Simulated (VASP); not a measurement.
# MoS2 in VASP: notebook

Runs on MoS2. Level: PBEsol. Tasks: single point.

Program: VASP 6.6.1. These are calculated values, not measurements. Logs are shortened: lines on timing, memory, paths and dates and some standing lists are left out, and cuts for length are marked.

## Step 1: The cell of the first run

The cell holds a slab with vacuum, 9 atoms: a = 3.141 Å, b = 3.141 Å, c = 30.697 Å, α = 90.00°, β = 90.00°, γ = 120.00°.

## Step 2: Single point, PBEsol

Contents of INCAR:

```
  ALGO = Normal
  DIPOL = 0.5 0.5 0.500
  EDIFF = 1E-7
  ENCUT = 520
  GGA = PS
  IDIPOL = 3
  ISIF = 2
  ISMEAR = 0
  LASPH = T
  LCHARG = T
  LDIPOL = T
  LELF = T
  LREAL = F
  LVACPOTAV = T
  LVHAR = T
  LWAVE = F
  NBANDS = 49
  NELM = 80
  PREC = Accurate
  SIGMA = 0.05
```

Contents of KPOINTS:

```
k-points
0
Gamma
  9 9 1
```

Contents of POSCAR:

```
MoS2
1.0
    3.1414322091      0.0000000000      0.0000000000
   -1.5707161046      2.7205600974      0.0000000000
    0.0000000000      0.0000000000     30.6970122376
S Mo
6 3
Direct
    0.6666666667      0.3333333333      0.2443234521
    0.6666666667      0.3333333333      0.3459031328
    0.3333333333      0.6666666667      0.4492101597
    0.3333333333      0.6666666667      0.5507898403
    0.6666666667      0.3333333333      0.6540968672
    0.6666666667      0.3333333333      0.7556765479
    0.3333333333      0.6666666667      0.2951132924
    0.6666666667      0.3333333333      0.5000000000
    0.3333333333      0.6666666667      0.7048867076
```

Potentials or basis: VASP PAW PBE potentials, release 64 (S, Mo_sv).

On the command line:

```sh
> cat potpaw_PBE.64/S/POTCAR potpaw_PBE.64/Mo_sv/POTCAR > POTCAR
> mpirun -np 1 vasp_std > vasp.out
```

OUTCAR:

```text
EDIFF = 1E-7
   ENCUT = 520
   GGA = PS
   ISIF = 2
   ISMEAR = 0
   LASPH = T
   LREAL = F
   NELM = 80
   PREC = Accurate

 ion  position               nearest neighbor table
   1  0.667  0.333  0.244-   7 2.39   7 2.39   7 2.39
   2  0.667  0.333  0.346-   7 2.39   7 2.39   7 2.39
   3  0.333  0.667  0.449-   8 2.39   8 2.39   8 2.39
   4  0.333  0.667  0.551-   8 2.39   8 2.39   8 2.39
   5  0.667  0.333  0.654-   9 2.39   9 2.39   9 2.39
   6  0.667  0.333  0.756-   9 2.39   9 2.39   9 2.39
   7  0.333  0.667  0.295-   1 2.39   1 2.39   1 2.39   2 2.39   2 2.39   2 2.39
   8  0.667  0.333  0.500-   3 2.39   4 2.39   3 2.39   4 2.39   3 2.39   4 2.39
   9  0.333  0.667  0.705-   6 2.39   6 2.39   6 2.39   5 2.39   5 2.39   5 2.39

  LATTYP: Found a hexagonal cell.
 ALAT       =     3.1414322091
 C/A-ratio  =     9.7716615207

  Lattice vectors:

 A1 = (   3.1414322091,   0.0000000000,   0.0000000000)
 A2 = (  -1.5707161046,   2.7205600974,   0.0000000000)
 A3 = (   0.0000000000,   0.0000000000,  30.6970122376)

Analysis of symmetry for initial positions (statically):
=====================================================================
 Subroutine PRICEL returns:
 Original cell was already a primitive cell.

 Routine SETGRP: Setting up the symmetry group for a
 hexagonal supercell.

 Subroutine GETGRP returns: Found 12 space group operations
 (whereof 12 operations were pure point group operations)
 out of a pool of 24 trial point group operations.

The static configuration has the point symmetry D_3h.

Analysis of symmetry for dynamics (positions and initial velocities):
=====================================================================
 Subroutine PRICEL returns:
 Original cell was already a primitive cell.

 Routine SETGRP: Setting up the symmetry group for a
 hexagonal supercell.

 Subroutine GETGRP returns: Found 12 space group operations
 (whereof 12 operations were pure point group operations)
 out of a pool of 24 trial point group operations.

The dynamic configuration has the point symmetry D_3h.

 Subroutine INISYM returns: Found 12 space group operations
 (whereof 12 operations are pure point group operations),
 and found     1 'primitive' translations

----------------------------------------------------------------------------------------

                                     Primitive cell

  volume of cell :     262.3506

  direct lattice vectors                    reciprocal lattice vectors
     3.141432209  0.000000000  0.000000000     0.318326143  0.183785685  0.000000000
    -1.570716105  2.720560097  0.000000000     0.000000000  0.367571369  0.000000000
     0.000000000  0.000000000 30.697012238     0.000000000  0.000000000  0.032576460

  length of vectors
     3.141432209  3.141432209 30.697012238     0.367571369  0.367571369  0.032576460

  position of ions in fractional coordinates (direct lattice)
     0.666666667  0.333333333  0.244323452
     0.666666667  0.333333333  0.345903133
     0.333333333  0.666666667  0.449210160
     0.333333333  0.666666667  0.550789840
     0.666666667  0.333333333  0.654096867
     0.666666667  0.333333333  0.755676548
     0.333333333  0.666666667  0.295113292
     0.666666667  0.333333333  0.500000000
     0.333333333  0.666666667  0.704886708

  ion indices of the primitive-cell ions
   primitive index   ion index
                 1           1
                 2           2
                 3           3
                 4           4
                 5           5
                 6           6
                 7           7
                 8           8
                 9           9

----------------------------------------------------------------------------------------

 KPOINTS: k-points

Automatic generation of k-mesh.
 Grid dimensions read from file:
 generate k-points for:    9    9    1

 Generating k-lattice:

  Cartesian coordinates                     Fractional coordinates (reciprocal lattice)
     0.035369571  0.020420632  0.000000000     0.111111111  0.000000000  0.000000000
     0.000000000  0.040841263  0.000000000     0.000000000  0.111111111  0.000000000
     0.000000000  0.000000000  0.032576460     0.000000000  0.000000000  1.000000000

  Length of vectors
     0.040841263  0.040841263  0.032576460

  Shift w.r.t. Gamma in fractional coordinates (k-lattice)
     0.000000000  0.000000000  0.000000000

 Subroutine IBZKPT returns following result:
 ===========================================

 Found     12 irreducible k-points:

 Following reciprocal coordinates:
            Coordinates               Weight
  0.000000  0.000000  0.000000      1.000000
  0.111111  0.000000  0.000000      6.000000
  0.222222  0.000000  0.000000      6.000000
  0.333333  0.000000  0.000000      6.000000
  0.444444  0.000000  0.000000      6.000000
  0.111111  0.111111  0.000000      6.000000
  0.222222  0.111111  0.000000     12.000000
  0.333333  0.111111  0.000000     12.000000
  0.444444  0.111111  0.000000      6.000000
  0.222222  0.222222  0.000000      6.000000
  0.333333  0.222222  0.000000     12.000000
  0.333333  0.333333  0.000000      2.000000
   k-points           NKPTS =     12   k-points in BZ     NKDIM =     12   number of bands    NBANDS=     49
   number of dos      NEDOS =    301   number of ions     NIONS =      9
   total plane-waves  NPLWV = 138240
   dimension x,y,z NGX =    24 NGY =   24 NGZ =  240
   dimension x,y,z NGXF=    48 NGYF=   48 NGZF=  480
   ions per type =               6   3
   NGX,Y,Z   is equivalent  to a cutoff of  12.70, 12.70, 13.00 a.u.
   NGXF,Y,Z  is equivalent  to a cutoff of  25.40, 25.40, 26.00 a.u.
 SYSTEM =  unknown system
   PREC   = accura    normal or accurate (medium, high low for compatibility)
   ISTART =      0    job   : 0-new  1-cont  2-samecut
   ICHARG =      2    charge: 1-file 2-atom 10-const
   ISPIN  =      1    spin polarized calculation?
   LNONCOLLINEAR =      F non collinear calculations
   LSORBIT =      F    spin-orbit coupling
   LASPH  =      T    aspherical Exc in radial PAW
   ENCUT  =  520.0 eV  38.22 Ry    6.18 a.u.   5.84  5.84 57.08*2*pi/ulx,y,z
   NELM   =     80;   NELMIN=  2; NELMDL= -5     # of ELM steps
   EDIFF  = 0.1E-06   stopping-criterion for ELM
   LREAL  =      F    real-space projection
   EDIFFG = 0.1E-05   stopping-criterion for IOM
   NSW    =      0    number of steps for IOM
   IBRION =     -1    ionic relax: 0-MD 1-quasi-New 2-CG
   NFREE  =      0    steps in history (QN), initial steepest desc. (CG)
   ISIF   =      2    stress and relaxation
   ISYM   =      2    0-nonsym 1-usesym 2-fastsym
   POTIM  = 0.5000    time-step for ionic-motion
   TEBEG  =    0.0;   TEEND  =   0.0 temperature during run
   PSTRESS=    0.0 pullay stress
   NELECT =      78.0000    total number of electrons
   NUPDOWN=      -1.0000    fix difference up-down
   EMIN   =  10.00;   EMAX   =-10.00  energy-range for DOS
   EFERMI =   0.00;   METHOD = LEGACY
   ISMEAR =     0;   SIGMA  =   0.05  broadening in eV -4-tet -1-fermi 0-gaus
   EFERMI_NEDOS =   21; number of points for ismear=-14 and -15
   IALGO  =     38    algorithm
   IMIX   =      4    mixing-type and parameters
     AMIX     =   0.40;   BMIX     =  1.00
     AMIX_MAG =   1.60;   BMIX_MAG =  1.00
  volume/ion in A,a.u.               =      29.15       196.71
  Fermi-wavevector in a.u.,A,eV,Ry     =   1.092645  2.064799 16.243623  1.193873
  Thomas-Fermi vector in A             =   2.228914
   LORBIT       =      0    0 simple, 1 ext, 2 COOP (PROOUT), +10 PAW based schemes
   GGA     = PS    functional components
   LHFCALC =     F    Hartree Fock is set to
   AEXX    =    0.0000 exact exchange contribution
   IVDW    =     0    specifies the selected vdW correction
   LEPSILON=     F    determine dielectric tensor
   LRPA    =     F    only Hartree local field effects (RPA)
 non-spin polarized calculation
 Gauss-broadening in eV      SIGMA  =   0.05
  energy-cutoff  :      520.00
  volume of cell :      262.35
 maximum number of plane-waves:      7094
 NGX is ok and might be reduce to    24
   NGX = 11   NGY = 11   NGZ =115

 number of electron      77.9999999 magnetization

 dipolmoment           0.000000      0.000000      0.000000 electrons x Angstroem

 Free energy of the ion-electron system (eV)
  ---------------------------------------------------
  ext. energy  EPLUGINS =         0.00000000
  ---------------------------------------------------
  free energy    TOTEN  =       -70.33049927 eV

  energy without entropy =      -70.33049927  energy(sigma->0) =      -70.33049927

 E-fermi :   2.5193     XC(G=0):  -6.9994

 val. band max:        2.2953599696   @ k =   0.0000   0.0000   0.0000
 cond. band min:       3.5746024197   @ k =   0.2222   0.1111   0.0000
 fundamental gap:      1.2792424501
 Fermi energy:         2.5192687193

 k-point     1 :       0.0000    0.0000    0.0000
  band No.  band energies     occupation
      1     -58.8823      2.00000
      2     -58.8812      2.00000
      3     -58.8812      2.00000
      4     -33.0937      2.00000
      5     -33.0926      2.00000
      6     -33.0926      2.00000
[... 41 lines left out ...]
     48       4.9824      0.00000
     49       5.0019      0.00000

 k-point     2 :       0.1111    0.0000    0.0000
  band No.  band energies     occupation
      1     -58.8771      2.00000
      2     -58.8759      2.00000
      3     -58.8759      2.00000
      4     -33.0835      2.00000
      5     -33.0824      2.00000
      6     -33.0824      2.00000
[... 41 lines left out ...]
     48       4.8186      0.00000
     49       5.0077      0.00000

 k-point     3 :       0.2222    0.0000    0.0000
  band No.  band energies     occupation
      1     -58.8637      2.00000
      2     -58.8625      2.00000
      3     -58.8625      2.00000
      4     -33.0574      2.00000
      5     -33.0563      2.00000
      6     -33.0563      2.00000
[... 457 lines left out ...]
     48       5.3508      0.00000
     49       6.4414      0.00000

 k-point    12 :       0.3333    0.3333    0.0000
  band No.  band energies     occupation
      1     -58.8313      2.00000
      2     -58.8302      2.00000
      3     -58.8302      2.00000
      4     -33.1562      2.00000
      5     -33.1545      2.00000
      6     -33.1545      2.00000
[... 41 lines left out ...]
     48       5.5180      0.00000
     49       6.8875      0.00000

------------------------ aborting loop because EDIFF is reached ----------------------------------------

  FORCE on cell =-STRESS in cart. coord.  units (eV):
  Direction    XX          YY          ZZ          XY          YZ          ZX
  --------------------------------------------------------------------------------------
  -------------------------------------------------------------------------------------
  Total       -0.0578070     -0.0578070     -0.1095121      0.0000000      0.0000000      0.0000000
  in kB       -0.3530279     -0.3530279     -0.6687915      0.0000000      0.0000000      0.0000000
  external PRESSURE =      -0.4582824 kB  Pullay stress =       0.0000000 kB

 VOLUME and BASIS-vectors are now :
 -----------------------------------------------------------------------------
  energy-cutoff  :      520.00
  volume of cell :      262.35
      direct lattice vectors                 reciprocal lattice vectors
     3.141432209  0.000000000  0.000000000     0.318326143  0.183785685  0.000000000
    -1.570716105  2.720560097  0.000000000     0.000000000  0.367571369  0.000000000
     0.000000000  0.000000000 30.697012238     0.000000000  0.000000000  0.032576460

 POSITION                                       TOTAL-FORCE (eV/Angst)
 -----------------------------------------------------------------------------------
      1.57072      0.90685      7.50000        -0.000000      0.000000      0.019569
      1.57072      0.90685     10.61819         0.000000     -0.000000      0.002233
     -0.00000      1.81371     13.78941        -0.000000     -0.000000     -0.000519
     -0.00000      1.81371     16.90760        -0.000000     -0.000000      0.000519
      1.57072      0.90685     20.07882         0.000000     -0.000000     -0.002233
      1.57072      0.90685     23.19701        -0.000000     -0.000000     -0.019569
     -0.00000      1.81371      9.05910        -0.000000     -0.000000     -0.023111
      1.57072      0.90685     15.34851         0.000000     -0.000000      0.000000
     -0.00000      1.81371     21.63792        -0.000000     -0.000000      0.023111
 -----------------------------------------------------------------------------------
    total drift:                                0.000000     -0.000000      0.000000

  FREE ENERGIE OF THE ION-ELECTRON SYSTEM (eV)
  ---------------------------------------------------
  free  energy   TOTEN  =       -70.3304992675 eV

  energy  without entropy=      -70.3304992675  energy(sigma->0) =      -70.33049927

 vacuum level on the upper side and lower side of the slab         7.758         7.758
```

It took 2.7 min on 1 thread of Intel Xeon 6975P-C (Granite Rapids), shared host; peak memory 0.41 GiB.

What came out:

- Free energy: -70.3305 eV
- Largest force: 0.023 eV/Å
- Band gap on the k mesh: 1.28 eV (least direct gap 1.76 eV)

Forces in eV/Å, atoms in the order of the input:
```
S    0.000  0.000  0.020
S    0.000  0.000  0.002
S    0.000  0.000 -0.001
S    0.000  0.000  0.001
S    0.000  0.000 -0.002
S    0.000  0.000 -0.020
Mo   0.000  0.000 -0.023
Mo   0.000  0.000  0.000
Mo   0.000  0.000  0.023
```

Caveat: the PAW data sets were made with another functional, which shifts forces and pressure a little.

## Step 3: Single point, PBEsol

This run uses another cell than the first one: it holds 15 atoms, not 9.

Contents of INCAR:

```
SYSTEM = MoS2
ALGO     = Normal         ! electronic algorithm
DIPOL    = 0.5 0.5 0.500
EDIFF    = 1E-6           ! SCF threshold, eV
ENCUT    = 520            ! plane-wave cutoff, eV
GGA      = PS             ! functional
IDIPOL   = 3            
ISIF     = 2              ! what is computed and relaxed
ISMEAR   = 0              ! smearing method
LASPH    = .TRUE.         ! aspherical terms in the spheres
LCHARG   = .TRUE.         ! write CHGCAR
LDIPOL   = .TRUE.       
LELF     = .TRUE.         ! ELF
LREAL    = Auto         
LVACPOTAV= .TRUE.       
LVHAR    = .TRUE.       
LWAVE    = .FALSE.        ! write WAVECAR
NBANDS   = 78             ! bands
NELM     = 80             ! most SCF steps
PREC     = Accurate       ! precision mode
SIGMA    = 0.05           ! smearing width, eV
```

Contents of KPOINTS:

```
k-points
0
G
  9 9 1
  0 0 0
```

Contents of POSCAR:

```
MoS2
1.0
    3.1414322221      0.0000000000      0.0000000000
   -1.5707161110      2.7205601086      0.0000000000
    0.0000000000      0.0000000000     43.2758314468
S Mo
10 5
Direct
    0.3333333333      0.6666666667      0.1733068955
    0.3333333333      0.6666666667      0.2453608015
    0.6666666667      0.3333333333      0.3186399713
    0.6666666667      0.3333333333      0.3906938773
    0.3333333333      0.6666666667      0.4639730470
    0.3333333333      0.6666666667      0.5360269530
    0.6666666667      0.3333333333      0.6093061227
    0.6666666667      0.3333333333      0.6813600287
    0.3333333333      0.6666666667      0.7546391985
    0.3333333333      0.6666666667      0.8266931045
    0.6666666667      0.3333333333      0.2093338485
    0.3333333333      0.6666666667      0.3546669243
    0.6666666667      0.3333333333      0.5000000000
    0.3333333333      0.6666666667      0.6453330757
    0.6666666667      0.3333333333      0.7906661515
```

Potentials or basis: VASP PAW PBE potentials, release 64 (S, Mo_sv).

On the command line:

```sh
> cat potpaw_PBE.64/S/POTCAR potpaw_PBE.64/Mo_sv/POTCAR > POTCAR
> mpirun -np 1 vasp_std > vasp.out
```

Wall time 20 min (1 thread of AMD EPYC 7R43 (Zen 3), shared host); peak memory 0.49 GiB.

It converged, with:

```
Free energy            : -117.2413 eV
Largest force          : 0.024 eV/Å
Band gap on the k mesh : 1.16 eV (least direct gap 1.75 eV)
```

Forces on the atoms (eV/Å):
```
S    0.000  0.000  0.017
S    0.000  0.000  0.002
S    0.000  0.000 -0.002
S    0.000  0.000  0.000
S    0.000  0.000  0.005
S    0.000  0.000 -0.005
S    0.000  0.000  0.000
S    0.000  0.000  0.002
S    0.000  0.000 -0.002
S    0.000  0.000 -0.017
Mo   0.000  0.000 -0.024
Mo   0.000  0.000  0.002
Mo   0.000  0.000  0.000
Mo   0.000  0.000 -0.002
Mo   0.000  0.000  0.024
```

Levels at points of the mesh, in eV from the valence-band top:
```
           k point  band 63  band 64  band 65  band 66  band 67  band 68
(0.00, 0.00, 0.00)    -0.33    -0.12     0.00     2.33     2.33     2.34
```

Caveat: the PAW data sets were made with another functional, which shifts forces and pressure a little.
